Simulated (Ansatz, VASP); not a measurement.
## AlN in VASP and in Ansatz

```
Al N
1.0
     3.24210    0.00000    0.00000
    -1.62105    2.80774    0.00000
     0.00000    0.00000    4.09980
Al N
2 2
Direct
  0.33333 0.66667 0.75000
  0.66667 0.33333 0.25000
  0.33333 0.66667 0.25000
  0.66667 0.33333 0.75000
```

Alike in both runs: task single point; functional PBEsol; k mesh 9 × 9 × 6; occupations gaussian, width 0.05 eV; no spin polarisation.

```csv
,VASP,Ansatz
version,VASP 6.6.1,Ansatz 0.2.0
potentials or method,"VASP PAW PBE potentials, release 64 (Al, N), cutoff 520 eV","scalar-relativistic, plane waves, PAW"
valence electrons in the cell,16,16
```

```tsv
	VASP	Ansatz	Ansatz less VASP
gap on the k mesh at the Fermi level (eV)	3.66	3.64	-0.015
least direct gap on the mesh (eV)	3.66	3.64	-0.015
pressure (GPa)	11.2	11.2	+0.02
traceless stress, the component that is largest in VASP (GPa)	-2.70	-2.63	+0.072
```

VASP's potentials were made for PBE, not for PBEsol. With one functional, cell and mesh, what is left measures potentials, basis and numerics.
